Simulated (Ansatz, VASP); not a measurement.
Al2GaP3: VASP beside Ansatz

INCAR

```
SYSTEM = Al2GaP3
PREC     = Accurate       ! precision mode
ENCUT    = 600            ! plane-wave cutoff, eV
EDIFF    = 1E-6           ! SCF threshold, eV
ISMEAR   = 0              ! smearing method
SIGMA    = 0.01           ! smearing width, eV
LREAL    = .False.        ! projectors in reciprocal space
LASPH    = .True.         ! aspherical terms in the spheres
NELM     = 80             ! most SCF steps
ALGO     = Normal         ! electronic algorithm
ISIF     = 3              ! what is computed and relaxed
LWAVE    = .False.        ! write WAVECAR
LCHARG   = .False.        ! write CHGCAR
GGA      = PE             ! functional
IBRION   = 2              ! ionic algorithm
NSW      = 80             ! ionic steps
EDIFFG   = -0.001         ! ionic threshold
```

File KPOINTS:

```
Automatic mesh
0
Gamma
  12 12 4
  0 0 0
```

Contents of POSCAR:

```
Al2GaP3
1.0
    3.8948506829      0.0000000000      0.0000000000
   -1.9474253415      3.3730396353      0.0000000000
    0.0000000000      0.0000000000      9.5377434748
Al Ga P
2 1 3
Direct
    0.3333333333      0.6666666667      0.3331553121
    0.6666666667      0.3333333333      0.6665359032
    0.0000000000      0.0000000000      1.0001394186
    0.0000000000      0.0000000000      0.2505382555
    0.6666666667      0.3333333333      0.9161844200
    0.3333333333      0.6666666667      0.5834466906
```

Input for Ansatz:

```yaml
crystal:
  lattice:
    - [3.8948506829, 0.0, 0.0]
    - [-1.9474253415, 3.3730396353, 0.0]
    - [0.0, 0.0, 9.5377434748]
  atoms:
    - { symbol: Al, position: [0.3333333333, 0.6666666667, 0.3331553121] }
    - { symbol: Al, position: [0.6666666667, 0.3333333333, 0.6665359032] }
    - { symbol: Ga, position: [0.0, 0.0, 1.0001394186] }
    - { symbol: P, position: [0.0, 0.0, 0.2505382555] }
    - { symbol: P, position: [0.6666666667, 0.3333333333, 0.91618442] }
    - { symbol: P, position: [0.3333333333, 0.6666666667, 0.5834466906] }
basis:
  ecutwfc: 420
kpoints:
  mp_grid: { grid: [12, 12, 4] }
hamiltonian:
  xc: pbe
scf:
  occupations: { method: fixed }
output:
  forces: true
  stress: true
  eigenvalues: true
relax:
  adjacent_minimum: "off"
  f_tol: 0.001
  max_steps: 60
  cell: { stress_tol: 0.01 }
```

Alike in both runs: task relaxation of cell and atoms; functional PBE; k mesh 12 × 12 × 4; no spin polarisation.

|  | VASP | Ansatz |
| --- | --- | --- |
| version | VASP 6.6.1 | Ansatz 0.2.0 |
| potentials or method | VASP PAW PBE potentials, release 64 (Al, Ga_d, P), cutoff 600 eV | scalar-relativistic, plane waves, PAW |
| occupations | gaussian, width 0.01 eV | fixed |
| valence electrons in the cell | 34 | 34 |

|  | VASP | Ansatz | Ansatz less VASP |
| --- | --- | --- | --- |
| gap on the k mesh at the Fermi level, each at its own relaxed structure (eV) | 1.61 | 1.61 | +0.003 |
| relaxed volume (Å³/atom) | 20.87 | 20.88 | +0.015 |
| relaxed cell length with the largest relative difference (Å) | 9.536 | 9.538 | +0.0025 |
